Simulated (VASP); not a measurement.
**BaRhO3: single point with LDA**

Crystal: BaRhO3.

```
Ba Rh O
1.0
     4.06697    0.00000    0.00000
     0.00000    4.06697    0.00000
     0.00000    0.00000    4.06697
Ba Rh O
1 1 3
Cartesian
  0.0000 0.0000 0.0000
  2.0335 2.0335 2.0335
  2.0335 0.0000 2.0335
  0.0000 2.0335 2.0335
  2.0335 2.0335 0.0000
```

- Program: VASP 6.6.1
- Task: single point
- Functional: LDA
- Potentials or basis: VASP PAW LDA potentials, release 64 (Ba_sv, Rh_pv, O)
- Cutoff: 520 eV
- k mesh: 6 × 6 × 6
- Occupations: gaussian, width 0.1 eV
- Spin: no spin polarisation
- Dipole correction: no
- Further INCAR settings: ALGO = Normal; EDIFF = 1e-06; NBANDS = 30

```json
{"Pressure": "-11.7 GPa"}
```

Levels at points of the mesh, in eV from the Fermi level:
| k point | band 19 | band 20 | band 21 | band 22 | band 23 | band 24 | band 25 | band 26 |
| --- | --- | --- | --- | --- | --- | --- | --- | --- |
| (0.00, 0.00, 0.00) | -2.12 | -1.45 | -1.45 | -1.45 | -0.82 | -0.82 | 4.00 | 4.00 |
| (0.50, 0.00, 0.00) | -2.06 | -2.06 | -0.82 | 0.05 | 0.05 | 2.07 | 5.88 | 6.34 |
| (0.50, 0.50, 0.00) | -1.17 | -0.12 | -0.12 | 0.08 | 0.49 | 4.47 | 6.55 | 6.97 |
| (0.50, 0.50, 0.50) | -1.09 | 0.57 | 0.57 | 0.57 | 4.48 | 4.48 | 5.47 | 5.47 |

Run time: 40 s on 1 thread of Intel Xeon 8259CL, on a shared host, peak memory 0.18 GiB.

Caveat: spin-orbit coupling is left out, which moves the levels of the heavy elements; an odd number of electrons without spin polarisation forces a metal; a magnetic or distorted state may lie lower.
